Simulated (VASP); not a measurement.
Runs of VASP 6.6.1 on TaGe3Ru. The structure is that of space group Pm-3m (No. 221), or close to it. The cells are those of the table. 

```csv
task,cell,k mesh,cutoff (eV),gap on the mesh (eV),pressure (GPa),relaxed volume (Å³/atom)
relaxation of cell and atoms,"relaxed from a = 4.693 Å, 5 atoms",8 × 8 × 8,600,none,-0.1,20.71
relaxation of cell and atoms,"relaxed from a = 4.270 Å, 5 atoms",4 × 4 × 4,600,none,0.0,20.70
single point,"a = 4.270 Å, 5 atoms",4 × 4 × 4,520,none,(a),-
single point,"a = 4.693 Å, 5 atoms",8 × 8 × 8,520,none,0.2,-
single point,"a = 4.693 Å, 5 atoms",4 × 4 × 4,520,none,0.2,-
```

Alike in all rows: level PBE; potentials or basis VASP PAW PBE potentials, release 64 (Ta_pv, Ge_d, Ru_pv); no spin polarisation; smearing gaussian 0.1 eV.

Question: Estimate the missing entries.

Answer: (a) 54.2.

Caveats: some runs use coarse meshes; spin-orbit coupling is left out, which moves the levels of the heavy elements; the volume moved by over 15 % at a fixed basis, so the end points are rough (some runs).

A k mesh can miss the band edges, and the runs leave out spin-orbit coupling on Ge, Ru, Ta.

A gap of «none» marks levels without a gap at the run's occupations.
